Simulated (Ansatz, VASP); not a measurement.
ReSbN: VASP beside Ansatz

```xyz
6
Lattice="3.4321 0.0000 0.0000 0.0000 3.4321 0.0000 0.0000 0.0000 8.2489" Properties=species:S:1:pos:R:3 pbc="T T T"
Re    0.0000    1.7161    7.2033
Re    1.7161    0.0000    1.0456
Sb    0.0000    1.7161    2.7507
Sb    1.7161    0.0000    5.4983
N     0.0000    0.0000    0.0000
N     1.7161    1.7161    0.0000
```

Alike in both runs: functional PBE; k mesh 7 × 7 × 3; occupations fermi-dirac, width 0.05 eV; no spin polarisation.

```csv
,VASP,Ansatz
version,VASP 6.6.1,Ansatz 0.2.0
potentials or method,"VASP PAW PBE potentials, release 64 (Re, Sb, N)",Ansatz PAW
plane-wave cutoff (eV),520,420
valence electrons in the cell,34,70
task,single point,band structure
```

VASP gave:

```
gap on the k mesh at the Fermi level (eV)                     : none
pressure (GPa)                                                : 7.3
traceless stress, the component that is largest in VASP (GPa) : 3.98
rms of the force components (eV/Å)                            : 0.414
```

Q: What did Ansatz give for the same quantities?

A: gap on the k mesh at the Fermi level (eV): none; pressure (GPa): 5.5; traceless stress, the component that is largest in VASP (GPa): 4.20; rms of the force components (eV/Å): 0.286.

Atom by atom the forces differ by 0.144 eV/Å (rms over components). A gap of «none» marks a metal or a gap that the smearing closes. VASP's potentials hold 34 valence electrons a cell and Ansatz's 70, so a difference there can come from the potentials and not from the codes.

Spin-orbit coupling is off throughout.
